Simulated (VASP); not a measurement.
A run of VASP 6.6.1 is set up as follows.

File POSCAR:

```
N
1.0
    2.5194737886      0.0000000000      0.0000000000
   -1.2597368943      2.1819283051      0.0000000000
    0.0000000000      0.0000000000      2.4460020000
N
2
Direct
    0.6666666667      0.3333333333      0.2500000000
    0.3687491125      0.6925928164      0.7500000000
```

File INCAR.step1:

```
PREC = Accurate
ENCUT = 520
ISMEAR = -1
SIGMA = 0.05
LREAL = F
LASPH = T
NELM = 100
NBANDS = 12
GGA = PE
ALGO = Normal
EDIFF = 1E-4
LWAVE = T
LCHARG = F
```

File INCAR.step2:

```
PREC = Accurate
ENCUT = 520
EDIFF = 1E-6
ISMEAR = -1
SIGMA = 0.05
LREAL = F
LASPH = T
NELM = 100
ALGO = Normal
ISIF = 2
LWAVE = F
LCHARG = F
METAGGA = R2SCAN
LMIXTAU = T
NBANDS = 12
ISTART = 1
```

Contents of KPOINTS:

```
Automatic mesh
0
Gamma
  16 16 15
```

Potentials or basis: VASP PAW PBE potentials, release 64 (N).

Run with:

```sh
$ cat potpaw_PBE.64/N/POTCAR > POTCAR
$ cp INCAR.step1 INCAR
$ mpirun -np 1 vasp_std > vasp.out
$ cp INCAR.step2 INCAR
$ mpirun -np 1 vasp_std > vasp.out
```

(1) Estimate the band gap on the k mesh.

(2) Estimate the pressure.

(3) Estimate the largest force.

## Answers

(1) zero (band 5 reaches 7.96 eV, above the bottom of band 6 at 3.63 eV).

(2) 6.4 GPa.

(3) 0.289 eV/Å.

Caveat: the cell differs from its parent crystal (atom 2 (N) moved by [0.056569, 0.056569, 0.0] A); the PAW data sets were made with another functional, which shifts forces and pressure a little.
